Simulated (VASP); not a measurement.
# Te: single point with PBE

The system is Te.

```
CELL_PARAMETERS angstrom
-1.90943 1.90943 1.90943
1.90943 -1.90943 1.90943
1.90943 1.90943 -1.90943
ATOMIC_POSITIONS crystal
Te 0.00000 0.00000 0.00000
```

This isn't the form of Te at room conditions, which is trigonal, of chains.

* Program: VASP 6.6.1
* Task: single point
* Functional: PBE
* Potentials or basis: VASP PAW PBE potentials, release 64 (Te)
* Cutoff: 520 eV
* k mesh: 14 × 14 × 14
* Occupations: fermi-dirac, width 0.08 eV
* Spin: no spin polarisation
* Dipole correction: no
* Further INCAR settings: ALGO = Normal; EDIFF = 1e-07; NBANDS = 9

```
Pressure               : 1.5 GPa
Band gap on the k mesh : zero (bands 3 and 4 overlap by 6.12 eV)
```

Levels at points of the mesh, in eV from the Fermi level:
| k point | band 1 | band 2 | band 3 | band 4 | band 5 | band 6 | band 7 | band 8 |
| --- | --- | --- | --- | --- | --- | --- | --- | --- |
| (0.00, 0.00, 0.00) | -14.01 | 3.12 | 3.12 | 3.12 | 9.95 | 9.95 | 9.95 | 10.10 |
| (0.50, 0.00, 0.00) | -10.86 | -6.04 | 0.09 | 2.08 | 5.57 | 6.48 | 12.98 | 14.68 |
| (0.50, 0.50, 0.50) | -8.56 | -2.99 | -2.99 | -2.99 | 2.88 | 2.88 | 17.27 | 18.13 |

It took 17 s on 1 thread of AMD EPYC 9R45 (Zen 5), on a shared host, peak memory 0.14 GiB.

Caveat: spin-orbit coupling is left out, which moves the levels of the heavy elements.
